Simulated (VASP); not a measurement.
# Er3O (Pm-3m) in VASP: further runs

Er3O is run at these levels: PBE; tasks: single point.

All numbers are computed with VASP 6.6.1; they aren't measurements. Logs are shortened: lines on timing, memory, paths and dates and some standing lists are left out, and cuts for length are marked.

**1. The cell of the first run**

The structure is cubic, space group Pm-3m (No. 221). The conventional cell has a = 4.437 Å, b = 4.437 Å, c = 4.437 Å, α = 90.00°, β = 90.00°, γ = 90.00°. Er (site symmetry 4/mmm) has 8 Er at 3.14 Å and 4 O at 3.14 Å within 4.1 Å. O (site symmetry m-3m) has 12 Er at 3.14 Å within 4.1 Å.

The cell was generated, and may not be a known phase.

**2. Single point, PBE**

Input file INCAR:

```
ALGO = Normal ; EDIFF = 1E-6
ENCUT = 600 ; GGA = PE
GGA_COMPAT = False ; ISIF = 2
ISMEAR = 0 ; LASPH = True
LCHARG = False ; LMAXMIX = 6
LREAL = False ; LWAVE = False
NBANDS = 24 ; NELM = 200
PREC = Accurate ; SIGMA = 0.1
```

Input file KPOINTS:

```
k-points
0
Gamma
  4 4 4
```

Input file POSCAR:

```
Er3O
1.0
    4.4373046300      0.0000000000      0.0000000000
    0.0000000000      4.4373046300      0.0000000000
    0.0000000000      0.0000000000      4.4373046300
Er O
3 1
Direct
    0.0000000000      0.5000000000      0.5000000000
    0.5000000000      0.0000000000      0.5000000000
    0.5000000000      0.5000000000      0.0000000000
    0.0000000000      0.0000000000      0.0000000000
```

Potentials or basis: VASP PAW PBE potentials, release 64 (Er_3, O), 4f in core.

Command:

```
$ cat potpaw_PBE.64/Er_3/POTCAR potpaw_PBE.64/O/POTCAR > POTCAR
$ mpirun -np 1 vasp_std > vasp.out
```

OUTCAR:

```text
EDIFF = 1E-6
   ENCUT = 600
   GGA = PE
   ISIF = 2
   ISMEAR = 0
   LASPH = True
   LREAL = False
   NELM = 200
   PREC = Accurate

 ion  position               nearest neighbor table
   1  0.000  0.500  0.500-   2 3.14   3 3.14   3 3.14   2 3.14   2 3.14   3 3.14   3 3.14   2 3.14

   2  0.500  0.000  0.500-   1 3.14   3 3.14   3 3.14   1 3.14   3 3.14   3 3.14   1 3.14   1 3.14

   3  0.500  0.500  0.000-   1 3.14   2 3.14   1 3.14   2 3.14   2 3.14   2 3.14   1 3.14   1 3.14

   4  0.000  0.000  0.000-

  LATTYP: Found a simple cubic cell.
 ALAT       =     4.4373046300

  Lattice vectors:

 A1 = (   4.4373046300,   0.0000000000,   0.0000000000)
 A2 = (   0.0000000000,   4.4373046300,   0.0000000000)
 A3 = (   0.0000000000,   0.0000000000,   4.4373046300)

Analysis of symmetry for initial positions (statically):
=====================================================================
 Subroutine PRICEL returns:
 Original cell was already a primitive cell.

 Routine SETGRP: Setting up the symmetry group for a
 simple cubic supercell.

 Subroutine GETGRP returns: Found 48 space group operations
 (whereof 48 operations were pure point group operations)
 out of a pool of 48 trial point group operations.

The static configuration has the point symmetry O_h .

Analysis of symmetry for dynamics (positions and initial velocities):
=====================================================================
 Subroutine PRICEL returns:
 Original cell was already a primitive cell.

 Routine SETGRP: Setting up the symmetry group for a
 simple cubic supercell.

 Subroutine GETGRP returns: Found 48 space group operations
 (whereof 48 operations were pure point group operations)
 out of a pool of 48 trial point group operations.

The dynamic configuration has the point symmetry O_h .

 Subroutine INISYM returns: Found 48 space group operations
 (whereof 48 operations are pure point group operations),
 and found     1 'primitive' translations

----------------------------------------------------------------------------------------

                                     Primitive cell

  volume of cell :      87.3691

  direct lattice vectors                    reciprocal lattice vectors
     4.437304630  0.000000000  0.000000000     0.225362035  0.000000000  0.000000000
     0.000000000  4.437304630  0.000000000     0.000000000  0.225362035  0.000000000
     0.000000000  0.000000000  4.437304630     0.000000000  0.000000000  0.225362035

  length of vectors
     4.437304630  4.437304630  4.437304630     0.225362035  0.225362035  0.225362035

  position of ions in fractional coordinates (direct lattice)
     0.000000000  0.500000000  0.500000000
     0.500000000  0.000000000  0.500000000
     0.500000000  0.500000000  0.000000000
     0.000000000  0.000000000  0.000000000

  ion indices of the primitive-cell ions
   primitive index   ion index
                 1           1
                 2           2
                 3           3
                 4           4

----------------------------------------------------------------------------------------

 KPOINTS: k-points

Automatic generation of k-mesh.
 Grid dimensions read from file:
 generate k-points for:    4    4    4

 Generating k-lattice:

  Cartesian coordinates                     Fractional coordinates (reciprocal lattice)
     0.056340509  0.000000000  0.000000000     0.250000000  0.000000000  0.000000000
     0.000000000  0.056340509  0.000000000     0.000000000  0.250000000  0.000000000
     0.000000000  0.000000000  0.056340509     0.000000000  0.000000000  0.250000000

  Length of vectors
     0.056340509  0.056340509  0.056340509

  Shift w.r.t. Gamma in fractional coordinates (k-lattice)
     0.000000000  0.000000000  0.000000000

 Subroutine IBZKPT returns following result:
 ===========================================

 Found     10 irreducible k-points:

 Following reciprocal coordinates:
            Coordinates               Weight
  0.000000  0.000000  0.000000      1.000000
  0.250000  0.000000  0.000000      6.000000
  0.500000  0.000000  0.000000      3.000000
  0.250000  0.250000  0.000000     12.000000
  0.500000  0.250000  0.000000     12.000000
  0.500000  0.500000  0.000000      3.000000
  0.250000  0.250000  0.250000      8.000000
  0.500000  0.250000  0.250000     12.000000
  0.500000  0.500000  0.250000      6.000000
  0.500000  0.500000  0.500000      1.000000
   k-points           NKPTS =     10   k-points in BZ     NKDIM =     10   number of bands    NBANDS=     24
   number of dos      NEDOS =    301   number of ions     NIONS =      4
   total plane-waves  NPLWV =  46656
   dimension x,y,z NGX =    36 NGY =   36 NGZ =   36
   dimension x,y,z NGXF=    72 NGYF=   72 NGZF=   72
   ions per type =               3   1
   NGX,Y,Z   is equivalent  to a cutoff of  13.49, 13.49, 13.49 a.u.
   NGXF,Y,Z  is equivalent  to a cutoff of  26.98, 26.98, 26.98 a.u.
 SYSTEM =  unknown system
   PREC   = accura    normal or accurate (medium, high low for compatibility)
   ISTART =      0    job   : 0-new  1-cont  2-samecut
   ICHARG =      2    charge: 1-file 2-atom 10-const
   ISPIN  =      1    spin polarized calculation?
   LNONCOLLINEAR =      F non collinear calculations
   LSORBIT =      F    spin-orbit coupling
   LASPH  =      T    aspherical Exc in radial PAW
   ENCUT  =  600.0 eV  44.10 Ry    6.64 a.u.   8.86  8.86  8.86*2*pi/ulx,y,z
   NELM   =    200;   NELMIN=  2; NELMDL= -5     # of ELM steps
   EDIFF  = 0.1E-05   stopping-criterion for ELM
   LREAL  =      F    real-space projection
   EDIFFG = 0.1E-04   stopping-criterion for IOM
   NSW    =      0    number of steps for IOM
   IBRION =     -1    ionic relax: 0-MD 1-quasi-New 2-CG
   NFREE  =      0    steps in history (QN), initial steepest desc. (CG)
   ISIF   =      2    stress and relaxation
   ISYM   =      2    0-nonsym 1-usesym 2-fastsym
   POTIM  = 0.5000    time-step for ionic-motion
   TEBEG  =    0.0;   TEEND  =   0.0 temperature during run
   PSTRESS=    0.0 pullay stress
   NELECT =      33.0000    total number of electrons
   NUPDOWN=      -1.0000    fix difference up-down
   EMIN   =  10.00;   EMAX   =-10.00  energy-range for DOS
   EFERMI =   0.00;   METHOD = LEGACY
   ISMEAR =     0;   SIGMA  =   0.10  broadening in eV -4-tet -1-fermi 0-gaus
   EFERMI_NEDOS =   21; number of points for ismear=-14 and -15
   IALGO  =     38    algorithm
   IMIX   =      4    mixing-type and parameters
     AMIX     =   0.40;   BMIX     =  1.00
     AMIX_MAG =   1.60;   BMIX_MAG =  1.00
  volume/ion in A,a.u.               =      21.84       147.40
  Fermi-wavevector in a.u.,A,eV,Ry     =   1.183387  2.236278 19.053673  1.400405
  Thomas-Fermi vector in A             =   2.319623
   LORBIT       =      0    0 simple, 1 ext, 2 COOP (PROOUT), +10 PAW based schemes
   GGA     = PE    functional components
   LHFCALC =     F    Hartree Fock is set to
   AEXX    =    0.0000 exact exchange contribution
   IVDW    =     0    specifies the selected vdW correction
   LEPSILON=     F    determine dielectric tensor
   LRPA    =     F    only Hartree local field effects (RPA)
 non-spin polarized calculation
 Gauss-broadening in eV      SIGMA  =   0.10
  energy-cutoff  :      600.00
  volume of cell :       87.37
 maximum number of plane-waves:      2968
 NGX is ok and might be reduce to    36
   NGX = 17   NGY = 17   NGZ = 17

 number of electron      32.9999998 magnetization

 Free energy of the ion-electron system (eV)
  ---------------------------------------------------
  ext. energy  EPLUGINS =         0.00000000
  ---------------------------------------------------
  free energy    TOTEN  =       -17.87066999 eV

  energy without entropy =      -17.84781895  energy(sigma->0) =      -17.85924447

 E-fermi :   3.6983     XC(G=0): -10.5062

 val. band max:        3.6597058454   @ k =   0.2500   0.0000   0.0000
 cond. band min:       3.8089277220   @ k =   0.5000   0.2500   0.0000
 fundamental gap:      0.1492218766
 Fermi energy:         3.6982928101

 k-point     1 :       0.0000    0.0000    0.0000
  band No.  band energies     occupation
      1     -21.4023      2.00000
      2     -21.4023      2.00000
      3     -21.4023      2.00000
      4     -20.7783      2.00000
      5     -20.7783      2.00000
      6     -20.7783      2.00000
[... 16 lines left out ...]
     23       7.8898      0.00000
     24       9.8159      0.00000

 k-point     2 :       0.2500    0.0000    0.0000
  band No.  band energies     occupation
      1     -21.3175      2.00000
      2     -21.3175      2.00000
      3     -21.2775      2.00000
      4     -20.8141      2.00000
      5     -20.8141      2.00000
      6     -20.7926      2.00000
[... 16 lines left out ...]
     23       7.6506      0.00000
     24       7.8617      0.00000

 k-point     3 :       0.5000    0.0000    0.0000
  band No.  band energies     occupation
      1     -21.1970      2.00000
      2     -21.1970      2.00000
      3     -21.0307      2.00000
      4     -20.8868      2.00000
      5     -20.8868      2.00000
      6     -20.8068      2.00000
[... 16 lines left out ...]
     23       6.5099      0.00000
     24       6.5818      0.00000

 k-point     4 :       0.2500    0.2500    0.0000
  band No.  band energies     occupation
      1     -21.3739      2.00000
      2     -21.2282      2.00000
      3     -21.0941      2.00000
      4     -20.9927      2.00000
      5     -20.8313      2.00000
      6     -20.6755      2.00000
[... 16 lines left out ...]
     23       7.4157      0.00000
     24       7.5514      0.00000

 k-point     5 :       0.5000    0.2500    0.0000
  band No.  band energies     occupation
      1     -21.2520      2.00000
      2     -21.2346      2.00000
      3     -21.0927      2.00000
      4     -20.9144      2.00000
      5     -20.8852      2.00000
      6     -20.8563      2.00000
[... 16 lines left out ...]
     23       6.4552      0.00000
     24       6.8390      0.00000

 k-point     6 :       0.5000    0.5000    0.0000
  band No.  band energies     occupation
      1     -21.3816      2.00000
      2     -21.2665      2.00000
      3     -20.9131      2.00000
      4     -20.9131      2.00000
      5     -20.8836      2.00000
      6     -20.8836      2.00000
[... 16 lines left out ...]
     23       6.3459      0.00000
     24       6.5870      0.00000

 k-point     7 :       0.2500    0.2500    0.2500
  band No.  band energies     occupation
      1     -21.4730      2.00000
      2     -21.1567      2.00000
      3     -21.1567      2.00000
      4     -20.9627      2.00000
      5     -20.8099      2.00000
      6     -20.8099      2.00000
[... 16 lines left out ...]
     23       6.3587      0.00000
     24       7.7800      0.00000

 k-point     8 :       0.5000    0.2500    0.2500
  band No.  band energies     occupation
      1     -21.4492      2.00000
      2     -21.2683      2.00000
      3     -21.2091      2.00000
      4     -21.0849      2.00000
      5     -20.7934      2.00000
      6     -20.5859      2.00000
[... 16 lines left out ...]
     23       6.7872      0.00000
     24       7.0264      0.00000

 k-point     9 :       0.5000    0.5000    0.2500
  band No.  band energies     occupation
      1     -21.5424      2.00000
      2     -21.3758      2.00000
      3     -21.2330      2.00000
      4     -21.2330      2.00000
      5     -20.5590      2.00000
      6     -20.5590      2.00000
[... 16 lines left out ...]
     23       6.9895      0.00000
     24       7.3580      0.00000

 k-point    10 :       0.5000    0.5000    0.5000
  band No.  band energies     occupation
      1     -21.7126      2.00000
      2     -21.3701      2.00000
      3     -21.3701      2.00000
      4     -21.3701      2.00000
      5     -20.4173      2.00000
      6     -20.4173      2.00000
[... 16 lines left out ...]
     23       7.3701      0.00000
     24       7.3703      0.00000

------------------------ aborting loop because EDIFF is reached ----------------------------------------

  FORCE on cell =-STRESS in cart. coord.  units (eV):
  Direction    XX          YY          ZZ          XY          YZ          ZX
  --------------------------------------------------------------------------------------
  -------------------------------------------------------------------------------------
  Total        2.4784535      2.4784535      2.4784535     -0.0000000     -0.0000000      0.0000000
  in kB       45.4499714     45.4499714     45.4499714     -0.0000000     -0.0000000      0.0000000
  external PRESSURE =      45.4499714 kB  Pullay stress =       0.0000000 kB

 VOLUME and BASIS-vectors are now :
 -----------------------------------------------------------------------------
  energy-cutoff  :      600.00
  volume of cell :       87.37
      direct lattice vectors                 reciprocal lattice vectors
     4.437304630  0.000000000  0.000000000     0.225362035  0.000000000  0.000000000
     0.000000000  4.437304630  0.000000000     0.000000000  0.225362035  0.000000000
     0.000000000  0.000000000  4.437304630     0.000000000  0.000000000  0.225362035

 POSITION                                       TOTAL-FORCE (eV/Angst)
 -----------------------------------------------------------------------------------
      0.00000      2.21865      2.21865         0.000000      0.000000      0.000000
      2.21865      0.00000      2.21865         0.000000      0.000000      0.000000
      2.21865      2.21865      0.00000         0.000000      0.000000      0.000000
      0.00000      0.00000      0.00000         0.000000      0.000000      0.000000
 -----------------------------------------------------------------------------------
    total drift:                                0.000000      0.000000      0.000000

  FREE ENERGIE OF THE ION-ELECTRON SYSTEM (eV)
  ---------------------------------------------------
  free  energy   TOTEN  =       -17.8706699878 eV

  energy  without entropy=      -17.8478189494  energy(sigma->0) =      -17.85924447
```

Run time: 43 s. Hardware: 1 thread of Intel Xeon Platinum 8488C (Sapphire Rapids), shared host; peak memory 0.21 GiB.

Results:

| Property | Result |
| --- | --- |
| Free energy | -17.8707 eV |
| Pressure | 4.5 GPa |
| Band gap on the k mesh | zero (an odd number of electrons rules out a gap without spin polarisation) |

Levels at points of the mesh, in eV from the Fermi level:
| k point | band 14 | band 15 | band 16 | band 17 | band 18 | band 19 |
| --- | --- | --- | --- | --- | --- | --- |
| (0.00, 0.00, 0.00) | -2.95 | -1.82 | -1.23 | -1.23 | -0.79 | -0.79 |
| (0.50, 0.00, 0.00) | -2.27 | -0.67 | -0.28 | 0.45 | 0.77 | 1.77 |
| (0.50, 0.50, 0.00) | -0.71 | -0.26 | -0.26 | 0.60 | 1.49 | 1.76 |
| (0.50, 0.50, 0.50) | -1.96 | -1.96 | -1.96 | -0.32 | 1.88 | 1.88 |

Caveat: the cell stands under pressure; spin-orbit coupling is left out, which moves the levels of the heavy elements; the 4f electrons are frozen in the core, so they carry no moment and show no levels; an odd number of electrons without spin polarisation forces a metal; a magnetic or distorted state may lie lower; the run has no spin polarisation, though such a crystal can be magnetic. Spin polarisation is off, so any magnetic state and its effect on volume and gap are missing.

**3. Single point, PBE**

This run uses another cell than the first one, of 23.58 Å³/atom.

Input file INCAR:

```
PREC = Accurate ; ENCUT = 600
EDIFF = 1E-6 ; ISMEAR = 0
SIGMA = 0.1 ; LREAL = F
LASPH = T ; NELM = 200
ALGO = Normal ; ISIF = 2
LWAVE = F ; LCHARG = F
GGA = PE ; NBANDS = 24
GGA_COMPAT = F ; LMAXMIX = 6
```

Input file KPOINTS:

```
regular mesh
0
Gamma
  4 4 4
```

Input file POSCAR:

```
Er3O
1.0
    4.5517753046      0.0000000000      0.0000000000
    0.0000000000      4.5517753046      0.0000000000
    0.0000000000      0.0000000000      4.5517753046
Er O
3 1
Direct
    0.0000000000      0.5000000000      0.5000000000
    0.5000000000      0.0000000000      0.5000000000
    0.5000000000      0.5000000000      0.0000000000
    0.0000000000      0.0000000000      0.0000000000
```

Potentials or basis: VASP PAW PBE potentials, release 64 (Er_3, O), 4f in core.

Command:

```
$ cat potpaw_PBE.64/Er_3/POTCAR potpaw_PBE.64/O/POTCAR > POTCAR
$ mpirun -np 1 vasp_std > vasp.out
```

Wall time 31 s (1 thread of Intel Xeon Platinum 8488C (Sapphire Rapids), shared host); peak memory 0.21 GiB.

Results (log left out):

```
Free energy            : -17.9731 eV
Pressure               : 0.5 GPa
Band gap on the k mesh : zero (an odd number of electrons rules out a gap without spin polarisation)
```

Levels at points of the mesh, in eV from the Fermi level:
```csv
k point,band 13,band 14,band 15,band 16,band 17,band 18,band 19,band 20
"(0.00, 0.00, 0.00)",-2.72,-2.72,-1.68,-1.11,-1.11,-0.68,-0.68,-0.68
"(0.50, 0.00, 0.00)",-3.03,-2.23,-0.94,-0.22,0.43,0.74,1.59,1.59
"(0.50, 0.50, 0.00)",-3.22,-1.01,-0.32,-0.32,0.47,1.27,1.60,1.60
"(0.50, 0.50, 0.50)",-3.02,-1.95,-1.95,-1.95,-0.27,1.78,1.78,1.78
```

Caveat: spin-orbit coupling is left out, which moves the levels of the heavy elements; the 4f electrons are frozen in the core, so they carry no moment and show no levels; an odd number of electrons without spin polarisation forces a metal; a magnetic or distorted state may lie lower; the run has no spin polarisation, though such a crystal can be magnetic.

The gap in the log of VASP goes by the Fermi energy; the results here count the filled bands.